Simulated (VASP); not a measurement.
Set up this calculation in VASP 6.6.1, as the native input.

- Task: single point
- Functional: r2SCAN
- Potentials or basis: VASP PAW PBE potentials, release 64 (Cu, I)
- Cutoff: 520 eV
- k mesh: 12 × 12 × 4
- Occupations: fermi-dirac, width 0.02 eV
- Spin: no spin polarisation
- Dipole correction: no
- Further INCAR settings: ALGO = Normal; EDIFF = 1e-06; NBANDS = 26

CuI:

```xyz
4
Lattice="3.9242 0.0000 0.0000 -1.9621 3.3985 0.0000 0.0000 0.0000 6.3364" Properties=species:S:1:pos:R:3 pbc="T T T"
Cu    0.0000    0.0000    0.0000
Cu    0.0000    0.0000    3.1682
I     0.0000    2.2656    1.5841
I     1.9621    1.1328    4.7523
```

This cell differs from its parent crystal: biaxial xy strain -5.4%.

The input as run:

POSCAR

```
CuI
1.0
    3.9242104324      0.0000000000      0.0000000000
   -1.9621052162      3.3984659243      0.0000000000
    0.0000000000      0.0000000000      6.3363563990
Cu I
2 2
Direct
    0.0000000000      0.0000000000      0.0000000000
    0.0000000000      0.0000000000      0.5000000000
    0.3333333333      0.6666666667      0.2500000000
    0.6666666667      0.3333333333      0.7500000000
```

INCAR.step1

```
SYSTEM = CuI
PREC = Accurate
ENCUT = 520
ISMEAR = -1
SIGMA = 0.02
LREAL = .FALSE.
LASPH = .TRUE.
NELM = 80
NBANDS = 26
GGA = PE
ALGO = Normal
EDIFF = 1E-4
LWAVE = .TRUE.
LCHARG = .FALSE.
```

INCAR.step2

```
SYSTEM = CuI
PREC = Accurate
ENCUT = 520
EDIFF = 1E-6
ISMEAR = -1
SIGMA = 0.02
LREAL = .FALSE.
LASPH = .TRUE.
NELM = 80
ALGO = Normal
ISIF = 2
LWAVE = .FALSE.
LCHARG = .FALSE.
METAGGA = R2SCAN
LMIXTAU = .TRUE.
NBANDS = 26
ISTART = 1
```

KPOINTS

```
regular mesh
0
G
  12 12 4
  0 0 0
```

Potentials or basis: VASP PAW PBE potentials, release 64 (Cu, I).

Command:

```sh
$ cat potpaw_PBE.64/Cu/POTCAR potpaw_PBE.64/I/POTCAR > POTCAR
$ cp INCAR.step1 INCAR
$ mpirun -np 1 vasp_std > vasp.out
$ cp INCAR.step2 INCAR
$ mpirun -np 1 vasp_std > vasp.out
```

Results of the run:

* Pressure: 7.2 GPa
* Band gap on the k mesh: 0.35 eV (least direct gap 1.65 eV)

Caveat: the cell differs from its parent crystal (biaxial xy strain -5.4%); the cell stands under pressure; semilocal functionals underestimate gaps, and a narrow one can read as zero; the PAW data sets were made with another functional, which shifts forces and pressure a little; spin-orbit coupling is left out, which moves the levels of the heavy elements.

Run time: 6.8 min on 1 thread of Oxide Virtual Turin-like Processor (shared host), peak memory 0.25 GiB.
